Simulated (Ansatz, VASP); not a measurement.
**One calculation of Ni2Ru, two programs**

```
Ni Ru
1.0
     0.00000    2.79113    2.79113
     2.79113    0.00000    2.79113
     2.79113    2.79113    0.00000
Ni Ru
2 1
Direct
  0.25000 0.25000 0.25000
  0.75000 0.75000 0.75000
  0.00000 0.00000 0.00000
```

Alike in both runs: functional PBE; k mesh 14 × 14 × 14; occupations gaussian, width 0.1 eV; no spin polarisation.

Ansatz relaxed the structure, and its values are those at the end. VASP's run is a single point on that final structure, the one shown.

```csv
,VASP,Ansatz
version,VASP 6.6.1,Ansatz 0.2.0
potentials or method,"VASP PAW PBE potentials, release 64 (Ni, Ru_pv), cutoff 520 eV","scalar-relativistic, plane waves, PAW"
valence electrons in the cell,34,52
```

```csv
,VASP,Ansatz,Ansatz less VASP
gap on the k mesh at the Fermi level (eV),none,none,-
pressure (GPa),0.0,0.0,+0.02
```

A gap of «none» marks a metal or a gap that the smearing closes. VASP's potentials hold 34 valence electrons a cell and Ansatz's 52, so a difference there can come from the potentials and not from the codes.
